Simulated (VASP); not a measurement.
# Bi2Se3 (R-3m) in VASP: a series of runs, part 2 of 2

VASP 6.6.1.

## 4. Single point, PBE (epitaxial xy strain -2.0%)

The input, INCAR:

```
SYSTEM = Bi2Se3
ALGO = Normal
EDIFF = 1E-7
ENCUT = 520
GGA = PE
ISIF = 2
ISMEAR = -1
LASPH = .TRUE.
LCHARG = .TRUE.
LELF = .TRUE.
LREAL = .FALSE.
LVHAR = .TRUE.
LWAVE = .FALSE.
NBANDS = 32
NELM = 80
PREC = Accurate
SIGMA = 0.02
```

The input, KPOINTS:

```
k-points
0
G
  8 8 8
  0 0 0
```

The input, POSCAR:

```
Bi2Se3
1.0
    2.0297598977      1.1718824233      9.9666057899
   -2.0297598977      1.1718824233      9.9666057899
    0.0000000000     -2.3437648466      9.9666057899
Bi Se
2 3
Direct
    0.3990546523      0.3990546523      0.3990546523
    0.6009453477      0.6009453477      0.6009453477
    0.2141861613      0.2141861613      0.2141861613
    0.7858138387      0.7858138387      0.7858138387
    0.0000000000      0.0000000000      0.0000000000
```

Potentials or basis: VASP PAW PBE potentials, release 64 (Bi_d, Se).

Run with:

```sh
$ cat potpaw_PBE.64/Bi_d/POTCAR potpaw_PBE.64/Se/POTCAR > POTCAR
$ mpirun -np 1 vasp_std > vasp.out
```

OUTCAR:

```text
SYSTEM = Bi2Se3
   EDIFF = 1E-7
   ENCUT = 520
   GGA = PE
   ISIF = 2
   ISMEAR = -1
   LASPH = .TRUE.
   LREAL = .FALSE.
   NELM = 80
   PREC = Accurate

 ion  position               nearest neighbor table
   1  0.399  0.399  0.399-   4 2.84   4 2.84   4 2.84   5 3.06   5 3.06   5 3.06
   2  0.601  0.601  0.601-   3 2.84   3 2.84   3 2.84   5 3.06   5 3.06   5 3.06
   3  0.214  0.214  0.214-   2 2.84   2 2.84   2 2.84
   4  0.786  0.786  0.786-   1 2.84   1 2.84   1 2.84
   5  0.000  0.000  0.000-   2 3.06   1 3.06   2 3.06   2 3.06   1 3.06   1 3.06

  LATTYP: Found a trigonal (rhomboedric) cell.
 ALAT       =    10.2384796053
 COS(alpha) =     0.9213953221

  Lattice vectors:

 A1 = (   2.0297598977,   1.1718824233,   9.9666057899)
 A2 = (  -2.0297598977,   1.1718824233,   9.9666057899)
 A3 = (   0.0000000000,  -2.3437648466,   9.9666057899)

Analysis of symmetry for initial positions (statically):
=====================================================================
 Subroutine PRICEL returns:
 Original cell was already a primitive cell.

 Routine SETGRP: Setting up the symmetry group for a
 trigonal (rhombohedral) supercell.

 Subroutine GETGRP returns: Found 12 space group operations
 (whereof 12 operations were pure point group operations)
 out of a pool of 12 trial point group operations.

The static configuration has the point symmetry D_3d.

Analysis of symmetry for dynamics (positions and initial velocities):
=====================================================================
 Subroutine PRICEL returns:
 Original cell was already a primitive cell.

 Routine SETGRP: Setting up the symmetry group for a
 trigonal (rhombohedral) supercell.

 Subroutine GETGRP returns: Found 12 space group operations
 (whereof 12 operations were pure point group operations)
 out of a pool of 12 trial point group operations.

The dynamic configuration has the point symmetry D_3d.

 Subroutine INISYM returns: Found 12 space group operations
[... 124 lines left out ...]
  volume/ion in A,a.u.               =      28.45       191.98
  Fermi-wavevector in a.u.,A,eV,Ry     =   1.139758  2.153831 17.674640  1.299049
  Thomas-Fermi vector in A             =   2.276462
   LORBIT       =      0    0 simple, 1 ext, 2 COOP (PROOUT), +10 PAW based schemes
   GGA     = PE    functional components
   LHFCALC =     F    Hartree Fock is set to
   AEXX    =    0.0000 exact exchange contribution
   IVDW    =     0    specifies the selected vdW correction
   LEPSILON=     F    determine dielectric tensor
   LRPA    =     F    only Hartree local field effects (RPA)
 non-spin polarized calculation
  energy-cutoff  :      520.00
  volume of cell :      142.24
 maximum number of plane-waves:      3862
 NGX is ok and might be reduce to    80
   NGX = 37   NGY = 37   NGZ = 37

 number of electron      47.9999997 magnetization

 Free energy of the ion-electron system (eV)
  ---------------------------------------------------
  ext. energy  EPLUGINS =         0.00000000
  ---------------------------------------------------
  free energy    TOTEN  =       -20.11511974 eV

  energy without entropy =      -20.11511972  energy(sigma->0) =      -20.11511973

 E-fermi :   5.1540     XC(G=0):  -9.4588

 val. band max:        4.9157608127   @ k =   0.0000   0.0000   0.0000
 cond. band min:       5.3930855186   @ k =   0.0000   0.0000   0.0000
 fundamental gap:      0.4773247059
 Fermi energy:         5.1539800073

 k-point     1 :       0.0000    0.0000    0.0000
  band No.  band energies     occupation
      1     -18.2038      2.00000
      2     -18.2038      2.00000
      3     -18.2024      2.00000
      4     -18.2024      2.00000
      5     -18.1856      2.00000
      6     -18.1829      2.00000
[... 829 lines left out ...]
     31       9.5942      0.00000
     32      11.3987      0.00000

 [... further k-points ...]

------------------------ aborting loop because EDIFF is reached ----------------------------------------

  FORCE on cell =-STRESS in cart. coord.  units (eV):
  Direction    XX          YY          ZZ          XY          YZ          ZX
  --------------------------------------------------------------------------------------
  -------------------------------------------------------------------------------------
  Total        3.5936339      3.5936339      1.9681320      0.0000000      0.0000000      0.0000000
  in kB       40.4778257     40.4778257     22.1685637      0.0000000      0.0000000      0.0000000
  external PRESSURE =      34.3747383 kB  Pullay stress =       0.0000000 kB

 VOLUME and BASIS-vectors are now :
 -----------------------------------------------------------------------------
  energy-cutoff  :      520.00
  volume of cell :      142.24
      direct lattice vectors                 reciprocal lattice vectors
     2.029759898  1.171882423  9.966605790     0.246334554  0.142221321  0.033445020
    -2.029759898  1.171882423  9.966605790    -0.246334554  0.142221321  0.033445020
     0.000000000 -2.343764847  9.966605790     0.000000000 -0.284442643  0.033445020

 POSITION                                       TOTAL-FORCE (eV/Angst)
 -----------------------------------------------------------------------------------
      0.00000      0.00000     11.93166         0.000000      0.000000     -0.110064
      0.00000      0.00000     17.96816         0.000000      0.000000      0.110064
      0.00000      0.00000      6.40413         0.000000      0.000000     -0.195701
      0.00000      0.00000     23.49569         0.000000     -0.000000      0.195701
      0.00000      0.00000      0.00000         0.000000      0.000000     -0.000000
 -----------------------------------------------------------------------------------
    total drift:                                0.000000     -0.000000      0.000000

  FREE ENERGIE OF THE ION-ELECTRON SYSTEM (eV)
  ---------------------------------------------------
  free  energy   TOTEN  =       -20.1151197378 eV

  energy  without entropy=      -20.1151197237  energy(sigma->0) =      -20.11511973
```

OSZICAR:

```text
N       E                     dE             d eps       ncg     rms          rms(c)
DAV:   1     0.472899996931E+03    0.47290E+03   -0.22972E+04  4160   0.156E+03
DAV:   2     0.344530014426E+02   -0.43845E+03   -0.41931E+03  4288   0.412E+02
DAV:   3    -0.185648490295E+02   -0.53018E+02   -0.50512E+02  5480   0.150E+02
DAV:   4    -0.208157541894E+02   -0.22509E+01   -0.22408E+01  4608   0.327E+01
DAV:   5    -0.208982516911E+02   -0.82498E-01   -0.82487E-01  6024   0.639E+00    0.520E+00
DAV:   6    -0.201025046351E+02    0.79575E+00   -0.10502E+00  5688   0.736E+00    0.324E+00
DAV:   7    -0.201072839559E+02   -0.47793E-02   -0.37490E-01  4648   0.254E+00    0.170E+00
DAV:   8    -0.201141501827E+02   -0.68662E-02   -0.45719E-02  4952   0.115E+00    0.570E-01
DAV:   9    -0.201148705483E+02   -0.72037E-03   -0.19499E-03  5400   0.434E-01    0.132E-01
DAV:  10    -0.201150445162E+02   -0.17397E-03   -0.11673E-03  4760   0.169E-01    0.529E-02
DAV:  11    -0.201150896188E+02   -0.45103E-04   -0.12083E-04  4864   0.719E-02    0.316E-02
DAV:  12    -0.201151183264E+02   -0.28708E-04   -0.50027E-05  4720   0.338E-02    0.643E-03
DAV:  13    -0.201151197126E+02   -0.13861E-05   -0.29762E-06  6016   0.142E-02    0.385E-03
DAV:  14    -0.201151197378E+02   -0.25280E-07   -0.81322E-07  4088   0.577E-03
   1 F= -.20115120E+02 E0= -.20115120E+02  d E =-.141825E-07
```

stdout:

```text
POSCAR found type information on POSCAR BiSe
 POSCAR found :  2 types and       5 ions
 scaLAPACK will be used
 LDA part: xc-table for (Slater+PW92), standard interpolation
 POSCAR, INCAR and KPOINTS ok, starting setup
 FFT: planning ... GRIDC
 FFT: planning ... GRID_SOFT
 FFT: planning ... GRID
 WAVECAR not read
 entering main loop
```

Wall time 55 min (1 thread of Intel Xeon 8259CL, shared host); peak memory 1 GiB.

Results:

| Quantity | Value |
| --- | --- |
| Free energy | -20.1151 eV |
| Pressure | 3.4 GPa |
| Largest force | 0.196 eV/Å |
| Band gap on the k mesh | 0.48 eV |

Forces in eV/Å, atoms in the order of the input:
```
Bi   0.000  0.000 -0.110
Bi   0.000  0.000  0.110
Se   0.000  0.000 -0.196
Se   0.000  0.000  0.196
Se   0.000  0.000  0.000
```

Stress tensor (GPa, compression positive):
```
4.05 0.00 0.00
0.00 4.05 0.00
0.00 0.00 2.22
```

Caveat: the cell differs from its parent crystal (epitaxial xy strain -2.0%); the cell stands under pressure; spin-orbit coupling is left out, which moves the levels of the heavy elements.

## 5. Overview

| cell | gap on the mesh (eV) | pressure (GPa) | largest force (eV/Å) |
| --- | --- | --- | --- |
| a = 10.422 Å, angles 22.0°, 5 atoms, epitaxial xy strain -4.0% | 0.60 | 4.9 | 0.21 |
| a = 10.325 Å, angles 22.4°, 5 atoms, epitaxial xy strain -3.0% | 0.54 | 4.2 | 0.20 |
| a = 10.238 Å, angles 22.9°, 5 atoms, epitaxial xy strain -2.0% | 0.48 | 3.4 | 0.20 |

Alike in all rows: task single point; level PBE; potentials or basis VASP PAW PBE potentials, release 64 (Bi_d, Se); no spin polarisation; k mesh 8 × 8 × 8; cutoff (eV) 520; smearing fermi-dirac 0.02 eV.

Caveats: the cell stands under pressure; spin-orbit coupling is left out, which moves the levels of the heavy elements.

Total energies depend on the potentials used, so only differences within one code and one set of settings carry meaning.
